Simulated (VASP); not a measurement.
Here is a VASP 6.6.1 calculation.

Contents of INCAR:

```
SYSTEM = NbP
ALGO = Normal
EDIFF = 1E-6
ENCUT = 520
GGA = PE
ISIF = 2
ISMEAR = -1
LASPH = .True.
LCHARG = .False.
LREAL = .False.
LWAVE = .False.
NBANDS = 26
NELM = 100
PREC = Accurate
SIGMA = 0.05
```

File KPOINTS:

```
k-points
0
Gamma
  11 11 11
  0 0 0
```

POSCAR

```
NbP
1.0
   -1.6738031478      1.6738031478      5.7155724092
    1.6738031478     -1.6738031478      5.7155724092
    1.6738031478      1.6738031478     -5.7155724092
Nb P
2 2
Direct
    0.2500357787      0.7500357787      0.5000000000
    0.5000357787      0.5000357787      0.0000000000
    0.8325927913      0.3325927913      0.5000000000
    0.0825927913      0.0825927913      0.0000000000
```

Potentials or basis: VASP PAW PBE potentials, release 64 (Nb_sv, P).

Launch:

```bash
$ cat potpaw_PBE.64/Nb_sv/POTCAR potpaw_PBE.64/P/POTCAR > POTCAR
$ mpirun -np 1 vasp_std > vasp.out
```

(1) Predict the pressure.

Answers

(1) -0.5 GPa.
